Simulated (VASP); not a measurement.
Crystal: Zn.

```
Zn
1.0
    -1.56904    1.56904    1.56904
     1.56904   -1.56904    1.56904
     1.56904    1.56904   -1.56904
Zn
1
Direct
  0.00000 0.00000 0.00000
```

```yaml
Program: VASP 6.6.1
Task: relaxation of cell and atoms
Functional: PBEsol
Potentials_or_basis: VASP PAW PBE potentials, release 64 (Zn)
Cutoff: 600 eV
k_mesh: 12 × 12 × 12
Occupations: fermi-dirac, width 0.05 eV
Spin: no spin polarisation
```

At the start: pressure -4.9 GPa; volume 15.45 Å³/atom.

**Question.** Where does the relaxation end?

**Answer.** Over 4 steps the energy falls by 19.0 meV/atom and the volume is 14.22 Å³/atom (-7.9 %); space group Im-3m (No. 229, to 0.05 Å).

Step by step:
```
step  energy change (eV)  largest force (eV/Å)  pressure (GPa)  volume (Å³)
   1              0.0000                0.0000           -4.93        15.45
   2             -0.0189                0.0000           -0.39        14.41
   3             -0.0191                0.0000           -0.43        14.35
   4             -0.0190                0.0000            0.05        14.22
```

Final structure:
```
Zn
1.0
    -1.52634    1.52634    1.52634
     1.52634   -1.52634    1.52634
     1.52634    1.52634   -1.52634
Zn
1
Direct
  0.00000 0.00000 0.00000
```

Caveat: the PAW data sets were made with another functional, which shifts forces and pressure a little.
